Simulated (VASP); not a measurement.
# CdSe (P6_3mc) in VASP: a series of runs, part 3 of 3

VASP 6.6.1.

## 5. Single point, r2SCAN (strain -0.025 along x and y, +0.000 along z)

The input, POSCAR:

```
CdSe
1.0
    4.1910374164      0.0000000000      0.0000000000
   -2.0955187082      3.6295448708      0.0000000000
    0.0000000000      0.0000000000      7.0152000000
Cd Se
2 2
Direct
    0.6666666667      0.3333333333      0.0000000000
    0.3333333333      0.6666666667      0.5000000000
    0.6666666667      0.3333333333      0.3750000000
    0.3333333333      0.6666666667      0.8750000000
```

The input, INCAR.step1:

```
  PREC = Accurate
  ENCUT = 520
  ISMEAR = 0
  SIGMA = 0.05
  LREAL = F
  LASPH = T
  NELM = 80
  NBANDS = 26
  GGA = PE
  ALGO = Normal
  EDIFF = 1E-4
  LWAVE = T
  LCHARG = F
```

The input, INCAR.step2:

```
  PREC = Accurate
  ENCUT = 520
  EDIFF = 1E-7
  ISMEAR = 0
  SIGMA = 0.05
  LREAL = F
  LASPH = T
  NELM = 80
  ALGO = Normal
  ISIF = 2
  LWAVE = F
  LCHARG = F
  METAGGA = R2SCAN
  LMIXTAU = T
  NBANDS = 26
  ISTART = 1
```

The input, KPOINTS:

```
regular mesh
0
Gamma
  6 6 4
```

Potentials or basis: VASP PAW PBE potentials, release 64 (Cd, Se).

Command:

```sh
cat potpaw_PBE.64/Cd/POTCAR potpaw_PBE.64/Se/POTCAR > POTCAR
cp INCAR.step1 INCAR
mpirun -np 1 vasp_std > vasp.out
cp INCAR.step2 INCAR
mpirun -np 1 vasp_std > vasp.out
```

OUTCAR:

```text
PREC = Accurate
   ENCUT = 520
   EDIFF = 1E-7
   ISMEAR = 0
   LREAL = F
   LASPH = T
   NELM = 80
   ISIF = 2
   METAGGA = R2SCAN
   ISTART = 1

 ion  position               nearest neighbor table
   1  0.667  0.333  0.000-   4 2.57   4 2.57   4 2.57   3 2.63
   2  0.333  0.667  0.500-   3 2.57   3 2.57   3 2.57   4 2.63
   3  0.667  0.333  0.375-   2 2.57   2 2.57   2 2.57   1 2.63
   4  0.333  0.667  0.875-   1 2.57   1 2.57   1 2.57   2 2.63

  LATTYP: Found a hexagonal cell.
 ALAT       =     4.1910374164
 C/A-ratio  =     1.6738576402

  Lattice vectors:

 A1 = (   4.1910374164,   0.0000000000,   0.0000000000)
 A2 = (  -2.0955187082,   3.6295448708,   0.0000000000)
 A3 = (   0.0000000000,   0.0000000000,   7.0152000000)

Analysis of symmetry for initial positions (statically):
=====================================================================
 Subroutine PRICEL returns:
 Original cell was already a primitive cell.

 Routine SETGRP: Setting up the symmetry group for a
 hexagonal supercell.

 Subroutine GETGRP returns: Found 12 space group operations
 (whereof  6 operations were pure point group operations)
 out of a pool of 24 trial point group operations.

The static configuration has the point symmetry C_3v.
 The point group associated with its full space group is C_6v.

Analysis of symmetry for dynamics (positions and initial velocities):
=====================================================================
 Subroutine PRICEL returns:
 Original cell was already a primitive cell.

 Routine SETGRP: Setting up the symmetry group for a
 hexagonal supercell.

 Subroutine GETGRP returns: Found 12 space group operations
 (whereof  6 operations were pure point group operations)
[... 117 lines left out ...]
   EFERMI =   0.00;   METHOD = LEGACY
   ISMEAR =     0;   SIGMA  =   0.05  broadening in eV -4-tet -1-fermi 0-gaus
   EFERMI_NEDOS =   21; number of points for ismear=-14 and -15
   IALGO  =     38    algorithm
   IMIX   =      4    mixing-type and parameters
     AMIX     =   0.40;   BMIX     =  1.00
     AMIX_MAG =   1.60;   BMIX_MAG =  1.00
  volume/ion in A,a.u.               =      26.68       180.03
  Fermi-wavevector in a.u.,A,eV,Ry     =   1.139649  2.153624 17.671242  1.298800
  Thomas-Fermi vector in A             =   2.276352
   LORBIT       =      0    0 simple, 1 ext, 2 COOP (PROOUT), +10 PAW based schemes
   METAGGA = R2SCAN    functional components
   LHFCALC =     F    Hartree Fock is set to
   AEXX    =    0.0000 exact exchange contribution
   IVDW    =     0    specifies the selected vdW correction
   LEPSILON=     F    determine dielectric tensor
   LRPA    =     F    only Hartree local field effects (RPA)
 non-spin polarized calculation
 Gauss-broadening in eV      SIGMA  =   0.05
  energy-cutoff  :      520.00
  volume of cell :      106.71
 maximum number of plane-waves:      2894
 NGX is ok and might be reduce to    32
   NGX = 15   NGY = 15   NGZ = 27

 number of electron      36.0000004 magnetization

 Free energy of the ion-electron system (eV)
  ---------------------------------------------------
  ext. energy  EPLUGINS =         0.00000000
  ---------------------------------------------------
  free energy    TOTEN  =       -71.67552204 eV

  energy without entropy =      -71.67552204  energy(sigma->0) =      -71.67552204

 E-fermi :   1.3338     XC(G=0):  -9.6793

 val. band max:        1.1218710256   @ k =   0.0000   0.0000   0.0000
 cond. band min:       2.3545512861   @ k =   0.0000   0.0000   0.0000
 fundamental gap:      1.2326802605
 Fermi energy:         1.3337987619

 k-point     1 :       0.0000    0.0000    0.0000
  band No.  band energies     occupation
      1     -12.2671      2.00000
      2     -11.8562      2.00000
      3      -7.2707      2.00000
      4      -7.2707      2.00000
      5      -7.2530      2.00000
      6      -7.1926      2.00000
[... 598 lines left out ...]
     25      10.5331      0.00000
     26      10.5331      0.00000

------------------------ aborting loop because EDIFF is reached ----------------------------------------

  FORCE on cell =-STRESS in cart. coord.  units (eV):
  Direction    XX          YY          ZZ          XY          YZ          ZX
  --------------------------------------------------------------------------------------
  -------------------------------------------------------------------------------------
  Total        4.1133049      4.1133049      2.2711364      0.0000000      0.0000000      0.0000000
  in kB       61.7572179     61.7572179     34.0988743      0.0000000      0.0000000      0.0000000
  external PRESSURE =      52.5377700 kB  Pullay stress =       0.0000000 kB

 VOLUME and BASIS-vectors are now :
 -----------------------------------------------------------------------------
  energy-cutoff  :      520.00
  volume of cell :      106.71
      direct lattice vectors                 reciprocal lattice vectors
     4.191037416  0.000000000  0.000000000     0.238604408  0.137758319  0.000000000
    -2.095518708  3.629544871  0.000000000     0.000000000  0.275516638  0.000000000
     0.000000000  0.000000000  7.015200000     0.000000000  0.000000000  0.142547611

 POSITION                                       TOTAL-FORCE (eV/Angst)
 -----------------------------------------------------------------------------------
      2.09552      1.20985      0.00000        -0.000000      0.000000      0.234551
     -0.00000      2.41970      3.50760         0.000000     -0.000000      0.234551
      2.09552      1.20985      2.63070         0.000000      0.000000     -0.234551
     -0.00000      2.41970      6.13830         0.000000      0.000000     -0.234551
 -----------------------------------------------------------------------------------
    total drift:                                0.000000     -0.000000     -0.003817

  FREE ENERGIE OF THE ION-ELECTRON SYSTEM (eV)
  ---------------------------------------------------
  free  energy   TOTEN  =       -71.6755220398 eV

  energy  without entropy=      -71.6755220398  energy(sigma->0) =      -71.67552204
```

OUTCAR.step1:

```text
PREC = Accurate
   ENCUT = 520
   ISMEAR = 0
   LREAL = F
[... 835 lines left out ...]
      2.09552      1.20985      0.00000        -0.000000      0.000000      0.238146
     -0.00000      2.41970      3.50760         0.000000     -0.000000      0.238146
      2.09552      1.20985      2.63070        -0.000000      0.000000     -0.238146
     -0.00000      2.41970      6.13830         0.000000     -0.000000     -0.238146
 -----------------------------------------------------------------------------------
    total drift:                               -0.000000     -0.000000     -0.000833

  FREE ENERGIE OF THE ION-ELECTRON SYSTEM (eV)
  ---------------------------------------------------
  free  energy   TOTEN  =       -10.7338312990 eV

  energy  without entropy=      -10.7338312990  energy(sigma->0) =      -10.73383130
```

Run time: 3.1 min. Hardware: 1 thread of Intel Xeon Platinum 8259CL at 2.50GHz (Skylake/Cascade Lake), shared host; peak memory 0.26 GiB.

Results:

- Free energy: -71.6755 eV
- Pressure: 5.3 GPa
- Largest force: 0.235 eV/Å
- Band gap on the k mesh: 1.23 eV, direct

Forces on the atoms (eV/Å):
```
Cd   0.000  0.000  0.235
Cd   0.000  0.000  0.235
Se   0.000  0.000 -0.235
Se   0.000  0.000 -0.235
```

Stress tensor (GPa, compression positive):
```
6.18 0.00 0.00
0.00 6.18 0.00
0.00 0.00 3.41
```

Caveat: the cell differs from its parent crystal (strain -0.025 along x and y, +0.000 along z); the PAW data sets were made with another functional, which shifts forces and pressure a little.

## 6. Single point, r2SCAN (strain +0.000 along x and y, -0.025 along z)

The input, POSCAR:

```
CdSe
1.0
    4.2984999142      0.0000000000      0.0000000000
   -2.1492499571      3.7226101239      0.0000000000
    0.0000000000      0.0000000000      6.8398200000
Cd Se
2 2
Direct
    0.6666666667      0.3333333333      0.0000000000
    0.3333333333      0.6666666667      0.5000000000
    0.6666666667      0.3333333333      0.3750000000
    0.3333333333      0.6666666667      0.8750000000
```

Changes to INCAR.step1 since step 5:

```diff
@@ -6,3 +6,3 @@
   LASPH = T
-  NELM = 80
+  NELM = 100
   NBANDS = 26
```

Changes to INCAR.step2 since step 5:

```diff
@@ -7,3 +7,3 @@
   LASPH = T
-  NELM = 80
+  NELM = 100
   ALGO = Normal
```

KPOINTS is that of step 5.

Potentials or basis: VASP PAW PBE potentials, release 64 (Cd, Se).

Command:

```sh
cat potpaw_PBE.64/Cd/POTCAR potpaw_PBE.64/Se/POTCAR > POTCAR
cp INCAR.step1 INCAR
mpirun -np 1 vasp_std > vasp.out
cp INCAR.step2 INCAR
mpirun -np 1 vasp_std > vasp.out
```

It took 3 min on 1 thread of Intel Xeon Platinum 8259CL at 2.50GHz (Skylake/Cascade Lake), shared host; peak memory 0.26 GiB.

It converged, with:

| Property | Result |
| --- | --- |
| Free energy | -71.7447 eV |
| Pressure | 3.5 GPa |
| Largest force | 0.281 eV/Å |
| Band gap on the k mesh | 1.24 eV, direct |

Forces in eV/Å, atoms in the order of the input:
```
Cd   0.000  0.000 -0.281
Cd   0.000  0.000 -0.281
Se   0.000  0.000  0.281
Se   0.000  0.000  0.281
```

Stress tensor (GPa, compression positive):
```
2.47 0.00 0.00
0.00 2.47 0.00
0.00 0.00 5.59
```

Levels at points of the mesh, in eV from the valence-band top:
```csv
k point,band 16,band 17,band 18,band 19,band 20,band 21
"(0.00, 0.00, 0.00)",-0.01,-0.01,0.00,1.24,2.59,6.28
"(0.50, 0.00, 0.00)",-2.05,-1.42,-0.77,3.62,3.79,5.17
"(0.00, 0.00, 0.50)",-0.47,-0.47,-0.47,2.87,2.87,6.46
"(0.50, 0.00, 0.50)",-1.46,-1.38,-1.38,3.39,3.39,5.35
```

Caveat: the cell differs from its parent crystal (strain +0.000 along x and y, -0.025 along z); the PAW data sets were made with another functional, which shifts forces and pressure a little.

## 7. The runs side by side

| cell | gap on the mesh (eV) | pressure (GPa) | largest force (eV/Å) |
| --- | --- | --- | --- |
| a = 4.191, b = 4.191, c = 6.840 Å, angles 90.0, 90.0, 120.0°, 4 atoms | 1.34 | 7.2 | 0.02 |
| a = 4.084, b = 4.084, c = 7.366 Å, angles 90.0, 90.0, 120.0°, 4 atoms | 1.05 | 6.4 | 0.81 |
| a = 4.298, b = 4.298, c = 6.664 Å, angles 90.0, 90.0, 120.0°, 4 atoms | 1.28 | 5.6 | 0.66 |
| a = 4.191, b = 4.191, c = 7.015 Å, angles 90.0, 90.0, 120.0°, 4 atoms | 1.23 | 5.3 | 0.23 |
| a = 4.298, b = 4.298, c = 6.840 Å, angles 90.0, 90.0, 120.0°, 4 atoms | 1.24 | 3.5 | 0.28 |

Alike in all rows: task single point; level r2SCAN; potentials or basis VASP PAW PBE potentials, release 64 (Cd, Se); no spin polarisation; k mesh 6 × 6 × 4; cutoff (eV) 520; smearing gaussian 0.05 eV.

Caveats: the PAW data sets were made with another functional, which shifts forces and pressure a little.

Absolute energies hang on the potentials; compare differences alone.
